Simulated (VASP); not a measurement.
# Mo (I4/mmm) in VASP: further runs

Mo is run at these levels: LDA; tasks: single point.

Program: VASP 6.6.1. These are calculated values, not measurements. Logs are shortened: lines on timing, memory, paths and dates and some standing lists are left out, and cuts for length are marked.

**1. The cell of the first run**

The structure is tetragonal, space group I4/mmm (No. 139). Conventional cell: a = 3.142 Å, b = 3.142 Å, c = 2.828 Å, α = 90.00°, β = 90.00°, γ = 90.00°. Mo (site symmetry 4/mmm) has 14 Mo at 2.63 to 3.14 Å within 3.5 Å.

**2. Single point, LDA (strain -0.1000 x Voigt [1, 0, 0, 0, 0, 0])**

INCAR

```
ALGO = Fast
EDIFF = 1E-7
ENCUT = 520
ISIF = 2
ISMEAR = 0
LASPH = T
LCHARG = F
LREAL = F
LWAVE = F
NBANDS = 13
NELM = 60
PREC = Accurate
SIGMA = 0.15
```

KPOINTS

```
k-points
0
Gamma
  22 22 22
```

POSCAR

```
Mo
1.0
   -1.4139000000      1.5710000000      1.5710000000
    1.4139000000     -1.5710000000      1.5710000000
    1.4139000000      1.5710000000     -1.5710000000
Mo
1
Direct
    0.0000000000      0.0000000000      0.0000000000
```

Potentials or basis: VASP PAW LDA potentials, release 64 (Mo_sv).

Run with:

```bash
cat potpaw_LDA.64/Mo_sv/POTCAR > POTCAR
mpirun -np 1 vasp_std > vasp.out
```

OUTCAR:

```text
EDIFF = 1E-7
   ENCUT = 520
   ISIF = 2
   ISMEAR = 0
   LASPH = T
   LREAL = F
   NELM = 60
   PREC = Accurate

 ion  position               nearest neighbor table
   1  0.000  0.000  0.000-

  LATTYP: Found a body centered tetragonal cell.
 ALAT       =     3.1420000000
 C/A-ratio  =     0.9000000000

  Lattice vectors:

 A1 = (  -1.4139000000,   1.5710000000,  -1.5710000000)
 A2 = (  -1.4139000000,  -1.5710000000,   1.5710000000)
 A3 = (   1.4139000000,   1.5710000000,   1.5710000000)

Analysis of symmetry for initial positions (statically):
=====================================================================
 Subroutine PRICEL returns:
 Original cell was already a primitive cell.

 Routine SETGRP: Setting up the symmetry group for a
 body centered tetragonal supercell.

 Subroutine GETGRP returns: Found 16 space group operations
 (whereof 16 operations were pure point group operations)
 out of a pool of 16 trial point group operations.

The static configuration has the point symmetry D_4h.

Analysis of symmetry for dynamics (positions and initial velocities):
=====================================================================
 Subroutine PRICEL returns:
 Original cell was already a primitive cell.

 Routine SETGRP: Setting up the symmetry group for a
 body centered tetragonal supercell.

 Subroutine GETGRP returns: Found 16 space group operations
 (whereof 16 operations were pure point group operations)
 out of a pool of 16 trial point group operations.

The dynamic configuration has the point symmetry D_4h.

 Subroutine INISYM returns: Found 16 space group operations
 (whereof 16 operations are pure point group operations),
 and found     1 'primitive' translations

----------------------------------------------------------------------------------------

                                     Primitive cell

  volume of cell :      13.9583

  direct lattice vectors                    reciprocal lattice vectors
    -1.413900000  1.571000000  1.571000000     0.000000000  0.318268619  0.318268619
     1.413900000 -1.571000000  1.571000000     0.353631799  0.000000000  0.318268619
     1.413900000  1.571000000 -1.571000000     0.353631799  0.318268619  0.000000000

  length of vectors
     2.633475880  2.633475880  2.633475880     0.450099797  0.475762927  0.475762927

  position of ions in fractional coordinates (direct lattice)
     0.000000000  0.000000000  0.000000000

  ion indices of the primitive-cell ions
   primitive index   ion index
                 1           1

----------------------------------------------------------------------------------------

 KPOINTS: k-points

Automatic generation of k-mesh.
 Grid dimensions read from file:
 generate k-points for:   22   22   22

 Generating k-lattice:

  Cartesian coordinates                     Fractional coordinates (reciprocal lattice)
     0.000000000  0.014466755  0.014466755     0.045454545  0.000000000  0.000000000
     0.016074173  0.000000000  0.014466755    -0.000000000  0.045454545  0.000000000
     0.016074173  0.014466755  0.000000000    -0.000000000  0.000000000  0.045454545

  Length of vectors
     0.020459082  0.021625588  0.021625588

  Shift w.r.t. Gamma in fractional coordinates (k-lattice)
     0.000000000  0.000000000  0.000000000

 Subroutine IBZKPT returns following result:
 ===========================================

 Found    834 irreducible k-points:

 Following reciprocal coordinates:
            Coordinates               Weight
  0.000000  0.000000  0.000000      1.000000
  0.045455  0.000000  0.000000      4.000000
  0.090909  0.000000  0.000000      4.000000
  0.136364  0.000000  0.000000      4.000000
  0.181818  0.000000  0.000000      4.000000
  0.227273  0.000000  0.000000      4.000000
[... 16 lines left out ...]
  0.454545  0.045455  0.000000     16.000000
 -0.000000  0.090909  0.000000      8.000000
 [... further k-points ...]
   k-points           NKPTS =    834   k-points in BZ     NKDIM =    834   number of bands    NBANDS=     13
   number of dos      NEDOS =    301   number of ions     NIONS =      1
   total plane-waves  NPLWV =   8000
   dimension x,y,z NGX =    20 NGY =   20 NGZ =   20
   dimension x,y,z NGXF=    40 NGYF=   40 NGZF=   40
   ions per type =               1
   NGX,Y,Z   is equivalent  to a cutoff of  12.63, 12.63, 12.63 a.u.
   NGXF,Y,Z  is equivalent  to a cutoff of  25.25, 25.25, 25.25 a.u.
 SYSTEM =  unknown system
   PREC   = accura    normal or accurate (medium, high low for compatibility)
   ISTART =      0    job   : 0-new  1-cont  2-samecut
   ICHARG =      2    charge: 1-file 2-atom 10-const
   ISPIN  =      1    spin polarized calculation?
   LNONCOLLINEAR =      F non collinear calculations
   LSORBIT =      F    spin-orbit coupling
   LASPH  =      T    aspherical Exc in radial PAW
   ENCUT  =  520.0 eV  38.22 Ry    6.18 a.u.   4.90  4.90  4.90*2*pi/ulx,y,z
   NELM   =     60;   NELMIN=  2; NELMDL= -5     # of ELM steps
   EDIFF  = 0.1E-06   stopping-criterion for ELM
   LREAL  =      F    real-space projection
   EDIFFG = 0.1E-05   stopping-criterion for IOM
   NSW    =      0    number of steps for IOM
   IBRION =     -1    ionic relax: 0-MD 1-quasi-New 2-CG
   NFREE  =      0    steps in history (QN), initial steepest desc. (CG)
   ISIF   =      2    stress and relaxation
   ISYM   =      2    0-nonsym 1-usesym 2-fastsym
   POTIM  = 0.5000    time-step for ionic-motion
   TEBEG  =    0.0;   TEEND  =   0.0 temperature during run
   PSTRESS=    0.0 pullay stress
   NELECT =      14.0000    total number of electrons
   NUPDOWN=      -1.0000    fix difference up-down
   EMIN   =  10.00;   EMAX   =-10.00  energy-range for DOS
   EFERMI =   0.00;   METHOD = LEGACY
   ISMEAR =     0;   SIGMA  =   0.15  broadening in eV -4-tet -1-fermi 0-gaus
   EFERMI_NEDOS =   21; number of points for ismear=-14 and -15
   IALGO  =     68    algorithm
   IMIX   =      4    mixing-type and parameters
     AMIX     =   0.40;   BMIX     =  1.00
     AMIX_MAG =   1.60;   BMIX_MAG =  1.00
  volume/ion in A,a.u.               =      13.96        94.19
  Fermi-wavevector in a.u.,A,eV,Ry     =   1.638729  3.096749 36.537534  2.685433
  Thomas-Fermi vector in A             =   2.729653
   LORBIT       =      0    0 simple, 1 ext, 2 COOP (PROOUT), +10 PAW based schemes
   GGA     = CA    functional components
   LHFCALC =     F    Hartree Fock is set to
   AEXX    =    0.0000 exact exchange contribution
   IVDW    =     0    specifies the selected vdW correction
   LEPSILON=     F    determine dielectric tensor
   LRPA    =     F    only Hartree local field effects (RPA)
 non-spin polarized calculation
 RMM-DIIS sequential band-by-band and
 Gauss-broadening in eV      SIGMA  =   0.15
  energy-cutoff  :      520.00
  volume of cell :       13.96
 maximum number of plane-waves:       388
   NGX =  9   NGY =  9   NGZ =  9

 number of electron      13.9999999 magnetization

 Free energy of the ion-electron system (eV)
  ---------------------------------------------------
  ext. energy  EPLUGINS =         0.00000000
  ---------------------------------------------------
  free energy    TOTEN  =       -11.91646312 eV

  energy without entropy =      -11.90879434  energy(sigma->0) =      -11.91262873

 E-fermi :  14.3608     XC(G=0): -14.2416

 val. band max:       14.3543857643   @ k =   0.3636  -0.1818   0.0909
 cond. band min:      14.3615950923   @ k =  -0.4545  -0.3636   0.2727
 fundamental gap:      0.0072093280
 Fermi energy:        14.3607695680

 k-point     1 :       0.0000    0.0000    0.0000
  band No.  band energies     occupation
      1     -46.5882      2.00000
      2     -19.7356      2.00000
      3     -19.7356      2.00000
      4     -19.6435      2.00000
      5       6.8446      2.00000
      6      11.9006      2.00000
      7      13.3973      2.00000
      8      13.3973      2.00000
      9      15.1270      0.00000
     10      17.0725      0.00000
     11      28.7503      0.00000
     12      28.7503      0.00000
     13      31.0398      0.00000

 k-point     2 :       0.0455    0.0000    0.0000
  band No.  band energies     occupation
      1     -46.5805      2.00000
      2     -19.7802      2.00000
      3     -19.7342      2.00000
      4     -19.6543      2.00000
      5       6.9428      2.00000
      6      11.9139      2.00000
      7      13.3501      2.00000
      8      13.4891      2.00000
      9      15.0422      0.00000
     10      17.0461      0.00000
     11      28.8360      0.00000
     12      28.9668      0.00000
     13      31.1942      0.00000

 k-point     3 :       0.0909    0.0000    0.0000
  band No.  band energies     occupation
      1     -46.5581      2.00000
      2     -19.9095      2.00000
      3     -19.7300      2.00000
      4     -19.6857      2.00000
      5       7.2251      2.00000
      6      11.9485      2.00000
      7      13.2151      2.00000
      8      13.7620      2.00000
      9      14.8286      0.00001
     10      16.9733      0.00000
     11      29.0623      0.00000
     12      29.5562      0.00000
     13      31.6499      0.00000
[... 305 lines left out ...]
 k-point    23 :       0.4545    0.0455    0.0000
  band No.  band energies     occupation
      1     -46.1954      2.00000
      2     -21.7313      2.00000
      3     -20.1716      2.00000
      4     -19.6840      2.00000
      5       8.6049      2.00000
      6      11.5129      2.00000
      7      15.0190      0.00000
      8      15.4661      0.00000
      9      16.7912      0.00000
     10      19.9565      0.00000
     11      26.9914      0.00000
     12      27.2098      0.00000
     13      34.4858      0.00000

 k-point    24 :      -0.0000    0.0909    0.0000
  band No.  band energies     occupation
      1     -46.5537      2.00000
      2     -19.8700      2.00000
      3     -19.7901      2.00000
      4     -19.6948      2.00000
      5       7.2733      2.00000
      6      11.9595      2.00000
      7      13.2576      2.00000
      8      13.4505      2.00000
      9      15.1861      0.00000
     10      16.7634      0.00000
     11      29.4807      0.00000
     12      29.5224      0.00000
     13      31.3906      0.00000

 [... further k-points ...]

------------------------ aborting loop because EDIFF is reached ----------------------------------------

  FORCE on cell =-STRESS in cart. coord.  units (eV):
  Direction    XX          YY          ZZ          XY          YZ          ZX
  --------------------------------------------------------------------------------------
  -------------------------------------------------------------------------------------
  Total        4.7341321      1.4304148      1.4304148     -0.0000000      0.0000000      0.0000000
  in kB      543.4003359    164.1880355    164.1880355     -0.0000000      0.0000000      0.0000000
  external PRESSURE =     290.5921356 kB  Pullay stress =       0.0000000 kB

 VOLUME and BASIS-vectors are now :
 -----------------------------------------------------------------------------
  energy-cutoff  :      520.00
  volume of cell :       13.96
      direct lattice vectors                 reciprocal lattice vectors
    -1.413900000  1.571000000  1.571000000     0.000000000  0.318268619  0.318268619
     1.413900000 -1.571000000  1.571000000     0.353631799  0.000000000  0.318268619
     1.413900000  1.571000000 -1.571000000     0.353631799  0.318268619  0.000000000

 POSITION                                       TOTAL-FORCE (eV/Angst)
 -----------------------------------------------------------------------------------
      0.00000      0.00000      0.00000        -0.000000      0.000000      0.000000
 -----------------------------------------------------------------------------------
    total drift:                                0.000000     -0.000000      0.000000

  FREE ENERGIE OF THE ION-ELECTRON SYSTEM (eV)
  ---------------------------------------------------
  free  energy   TOTEN  =       -11.9164631209 eV

  energy  without entropy=      -11.9087943393  energy(sigma->0) =      -11.91262873
```

It took 82 s on 1 thread of Intel Xeon Platinum 8488C (Sapphire Rapids), shared host; peak memory 0.24 GiB.

Results:

| Property | Result |
| --- | --- |
| Free energy | -11.9165 eV |
| Pressure | 29.1 GPa |
| Band gap on the k mesh | zero (band 7 reaches 18.99 eV, above the bottom of band 8 at 12.85 eV) |

Stress tensor (GPa, compression positive):
```
54.34  0.00  0.00
 0.00 16.42  0.00
 0.00  0.00 16.42
```

Levels at points of the mesh, in eV from the Fermi level:
```tsv
k point	band 5	band 6	band 7	band 8	band 9	band 10
(0.00, 0.00, 0.00)	-7.52	-2.46	-0.96	-0.96	0.77	2.71
(0.50, 0.00, 0.00)	-5.85	-2.85	0.71	1.60	2.11	5.46
(0.00, 0.50, 0.00)	-6.09	-4.39	1.85	2.61	3.78	5.61
(0.50, 0.50, 0.50)	-6.51	-6.19	4.63	4.63	5.06	9.13
```

Caveat: the cell differs from its parent crystal (strain -0.1000 x Voigt [1, 0, 0, 0, 0, 0]).

**3. Single point, LDA (strain -0.0750 x Voigt [1, 0, 0, 0, 0, 0])**

INCAR

```
ALGO = Fast ; EDIFF = 1E-7
ENCUT = 520 ; GGA = CA
ISIF = 2 ; ISMEAR = 0
LASPH = T ; LCHARG = F
LREAL = F ; LWAVE = F
NBANDS = 13 ; NELM = 100
PREC = Accurate ; SIGMA = 0.15
```

KPOINTS is that of step 2.

POSCAR

```
Mo
1.0
   -1.4531750000      1.5710000000      1.5710000000
    1.4531750000     -1.5710000000      1.5710000000
    1.4531750000      1.5710000000     -1.5710000000
Mo
1
Direct
    0.0000000000      0.0000000000      0.0000000000
```

Potentials or basis: VASP PAW LDA potentials, release 64 (Mo_sv).

Run with:

```bash
cat potpaw_LDA.64/Mo_sv/POTCAR > POTCAR
mpirun -np 1 vasp_std > vasp.out
```

Run time: 89 s. Hardware: 1 thread of Intel Xeon Platinum 8488C (Sapphire Rapids), shared host; peak memory 0.24 GiB.

Results (log left out):

| Quantity | Value |
| --- | --- |
| Free energy | -12.0266 eV |
| Pressure | 18.0 GPa |
| Band gap on the k mesh | zero (band 7 reaches 18.35 eV, above the bottom of band 8 at 12.51 eV) |

Stress tensor (GPa, compression positive):
```
36.61  0.00  0.00
 0.00  8.71  0.00
 0.00  0.00  8.71
```

Levels at points of the mesh, in eV from the Fermi level:
| k point | band 4 | band 5 | band 6 | band 7 | band 8 | band 9 | band 10 | band 11 |
| --- | --- | --- | --- | --- | --- | --- | --- | --- |
| (0.00, 0.00, 0.00) | -34.13 | -7.48 | -2.18 | -1.13 | -1.13 | 1.03 | 2.40 | 14.47 |
| (0.50, 0.00, 0.00) | -34.14 | -5.76 | -3.07 | 0.98 | 1.61 | 2.15 | 5.27 | 12.32 |
| (0.00, 0.50, 0.00) | -34.25 | -5.92 | -4.16 | 1.85 | 2.32 | 3.28 | 5.41 | 12.10 |
| (0.50, 0.50, 0.50) | -35.20 | -6.26 | -6.03 | 4.44 | 4.44 | 4.76 | 9.09 | 9.09 |

Caveat: the cell differs from its parent crystal (strain -0.0750 x Voigt [1, 0, 0, 0, 0, 0]).

**4. Single point, LDA (strain +0.0750 x Voigt [1, 0, 0, 0, 0, 0])**

INCAR

```
SYSTEM = Mo
ALGO = Fast ; EDIFF = 1E-6
ENCUT = 520 ; ISIF = 2
ISMEAR = 0 ; LASPH = .True.
LCHARG = .False. ; LREAL = .False.
LWAVE = .False. ; NBANDS = 13
NELM = 60 ; PREC = Accurate
SIGMA = 0.15
```

KPOINTS

```
k-points
0
Gamma
  22 22 22
  0 0 0
```

POSCAR

```
Mo
1.0
   -1.6888250000      1.5710000000      1.5710000000
    1.6888250000     -1.5710000000      1.5710000000
    1.6888250000      1.5710000000     -1.5710000000
Mo
1
Direct
    0.0000000000      0.0000000000      0.0000000000
```

Run with:

```bash
cat potpaw_LDA.64/Mo_sv/POTCAR > POTCAR
mpirun -np 1 vasp_std > vasp.out
```

Wall time 95 s (1 thread of Intel Xeon Platinum 8488C (Sapphire Rapids), shared host); peak memory 0.27 GiB.

The run converged. Its results:

```
Free energy            : -11.9676 eV
Pressure               : -22.6 GPa
Band gap on the k mesh : zero (band 7 reaches 14.95 eV, above the bottom of band 8 at 10.51 eV)
```

Stress tensor (GPa, compression positive):
```
-34.02   0.00   0.00
  0.00 -16.85   0.00
  0.00   0.00 -16.85
```

Levels at points of the mesh, in eV from the Fermi level:
```csv
k point,band 4,band 5,band 6,band 7,band 8,band 9,band 10,band 11
"(0.00, 0.00, 0.00)",-34.49,-6.99,-1.44,-1.44,-0.72,1.01,1.91,13.95
"(0.50, 0.00, 0.00)",-34.55,-5.00,-3.59,1.84,2.13,2.43,4.45,11.15
"(0.00, 0.50, 0.00)",-34.49,-4.92,-2.81,0.95,1.32,2.21,4.25,10.47
"(0.50, 0.50, 0.50)",-35.23,-5.06,-4.88,3.52,3.75,3.75,7.38,9.21
```

Caveat: the cell differs from its parent crystal (strain +0.0750 x Voigt [1, 0, 0, 0, 0, 0]).

**5. Single point, LDA (strain +0.0875 x Voigt [1, 0, 0, 0, 0, 0])**

INCAR

```
PREC = Accurate
ENCUT = 520
EDIFF = 1E-6
ISMEAR = 0
SIGMA = 0.15
LREAL = F
LASPH = T
NELM = 60
ALGO = Fast
ISIF = 2
LWAVE = F
LCHARG = F
NBANDS = 13
```

KPOINTS

```
Automatic mesh
0
Gamma
  22 22 22
```

POSCAR

```
Mo
1.0
   -1.7084625000      1.5710000000      1.5710000000
    1.7084625000     -1.5710000000      1.5710000000
    1.7084625000      1.5710000000     -1.5710000000
Mo
1
Direct
    0.0000000000      0.0000000000      0.0000000000
```

Run with:

```bash
cat potpaw_LDA.64/Mo_sv/POTCAR > POTCAR
mpirun -np 1 vasp_std > vasp.out
```

Run time: 82 s. Hardware: 1 thread of Intel Xeon Platinum 8488C (Sapphire Rapids), shared host; peak memory 0.28 GiB.

It converged, with:

```
Free energy            : -11.9247 eV
Pressure               : -24.5 GPa
Band gap on the k mesh : zero (band 7 reaches 14.70 eV, above the bottom of band 8 at 10.38 eV)
```

Stress tensor (GPa, compression positive):
```
-37.12   0.00   0.00
  0.00 -18.20   0.00
  0.00   0.00 -18.20
```

Levels at points of the mesh, in eV from the Fermi level:
| k point | band 5 | band 6 | band 7 | band 8 | band 9 | band 10 |
| --- | --- | --- | --- | --- | --- | --- |
| (0.00, 0.00, 0.00) | -6.95 | -1.43 | -1.43 | -0.62 | 0.92 | 1.93 |
| (0.50, 0.00, 0.00) | -4.93 | -3.60 | 1.86 | 2.19 | 2.44 | 4.38 |
| (0.00, 0.50, 0.00) | -4.85 | -2.71 | 0.83 | 1.27 | 2.22 | 4.16 |
| (0.50, 0.50, 0.50) | -4.98 | -4.78 | 3.44 | 3.71 | 3.71 | 7.12 |

Caveat: the cell differs from its parent crystal (strain +0.0875 x Voigt [1, 0, 0, 0, 0, 0]).

**6. Single point, LDA (strain +0.1000 x Voigt [1, 0, 0, 0, 0, 0])**

INCAR

```
SYSTEM = Mo
PREC = Accurate ; ENCUT = 520
EDIFF = 1E-6 ; ISMEAR = 0
SIGMA = 0.15 ; LREAL = .False.
LASPH = .True. ; NELM = 100
ALGO = Fast ; ISIF = 2
LWAVE = .False. ; LCHARG = .False.
NBANDS = 13
```

KPOINTS

```
regular mesh
0
Gamma
  22 22 22
  0 0 0
```

POSCAR

```
Mo
1.0
   -1.7281000000      1.5710000000      1.5710000000
    1.7281000000     -1.5710000000      1.5710000000
    1.7281000000      1.5710000000     -1.5710000000
Mo
1
Direct
    0.0000000000      0.0000000000      0.0000000000
```

Potentials or basis: VASP PAW LDA potentials, release 64 (Mo_sv).

Run with:

```bash
cat potpaw_LDA.64/Mo_sv/POTCAR > POTCAR
mpirun -np 1 vasp_std > vasp.out
```

It took 80 s on 1 thread of Intel Xeon Platinum 8488C (Sapphire Rapids), shared host; peak memory 0.27 GiB.

It converged, with:

```yaml
Free_energy: -11.8783 eV
Pressure: -26.3 GPa
Band_gap_on_the_k_mesh: zero (band 7 reaches 14.45 eV, above the bottom of band 8 at 10.24 eV)
```

Stress tensor (GPa, compression positive):
```
-39.87   0.00   0.00
  0.00 -19.50   0.00
  0.00   0.00 -19.50
```

Levels at points of the mesh, in eV from the Fermi level:
| k point | band 3 | band 4 | band 5 | band 6 | band 7 | band 8 | band 9 | band 10 | band 11 | band 12 |
| --- | --- | --- | --- | --- | --- | --- | --- | --- | --- | --- |
| (0.00, 0.00, 0.00) | -34.52 | -34.52 | -6.90 | -1.42 | -1.42 | -0.52 | 0.83 | 1.94 | 13.73 | 15.35 |
| (0.50, 0.00, 0.00) | -34.93 | -34.59 | -4.87 | -3.60 | 1.89 | 2.24 | 2.46 | 4.32 | 10.98 | 11.54 |
| (0.00, 0.50, 0.00) | -34.83 | -34.53 | -4.78 | -2.61 | 0.72 | 1.22 | 2.23 | 4.07 | 10.10 | 11.99 |
| (0.50, 0.50, 0.50) | -35.19 | -35.19 | -4.91 | -4.69 | 3.37 | 3.67 | 3.67 | 6.86 | 9.25 | 9.25 |

Caveat: the cell differs from its parent crystal (strain +0.1000 x Voigt [1, 0, 0, 0, 0, 0]).

**7. Summary**

```tsv
cell	further INCAR settings	gap on the mesh (eV)	pressure (GPa)
a = 2.633 Å, angles 115.1, 106.8, 106.8°, 1 atom	ALGO = Fast; EDIFF = 1e-07; NBANDS = 13	none	29.1
a = 2.655 Å, angles 113.6, 107.4, 107.4°, 1 atom	ALGO = Fast; EDIFF = 1e-07; NBANDS = 13	none	18.0
a = 2.791 Å, angles 105.5, 111.5, 111.5°, 1 atom	ALGO = Fast; EDIFF = 1e-06; NBANDS = 13	none	-22.6
a = 2.803 Å, angles 104.9, 111.8, 111.8°, 1 atom	ALGO = Fast; EDIFF = 1e-06; NBANDS = 13	none	-24.5
a = 2.815 Å, angles 104.2, 112.1, 112.1°, 1 atom	ALGO = Fast; EDIFF = 1e-06; NBANDS = 13	none	-26.3
```

Alike in all rows: task single point; level LDA; potentials or basis VASP PAW LDA potentials, release 64 (Mo_sv); no spin polarisation; k mesh 22 × 22 × 22; cutoff (eV) 520; smearing gaussian 0.15 eV.

Total energies depend on the potentials used, so only differences within one code and one set of settings carry meaning.
